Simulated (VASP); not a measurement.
Runs of VASP 6.6.1 on FeO. The structure is that of space group Fm-3m (No. 225), or close to it. The cells are those of the table. 

| task | cell | cutoff (eV) | gap on the mesh (eV) | pressure (GPa) | moment (μB) |
| --- | --- | --- | --- | --- | --- |
| single point | a = 3.032 Å, angles 60.0°, 2 atoms | 520 | none | -5.5 | 4.00 |
| single point | a = 3.099 Å, angles 60.0°, 2 atoms | 520 | none | -16.0 | 4.00 |
| relaxation of cell and atoms | relaxed from a = 3.002 Å, angles 60.0°, 2 atoms | 600 | none | 0.1 | 4.00 |
| single point | a = 3.002 Å, angles 60.0°, 2 atoms | 520 | none | 0.4 | 4.00 |
| single point | a = 3.061 Å, angles 60.0°, 2 atoms | 520 | none | (a) | 4.00 |

Alike in all rows: level PBEsol; potentials or basis VASP PAW PBE potentials, release 64 (Fe, O); spin collinear, ferromagnetic start; k mesh 18 × 18 × 18; smearing gaussian 0.1 eV.

Question: Estimate the missing entries.

Answer: (a) -10.5.

Caveats: the PAW data sets were made with another functional, which shifts forces and pressure a little; a cell with one magnetic atom can't hold antiferromagnetic order, which such compounds often take; semilocal functionals often make such compounds metallic where correlation or magnetic order opens a gap, which also shifts bond lengths; the cell stands under tension (at least some runs).

A gap of «none» marks levels without a gap at the run's occupations.
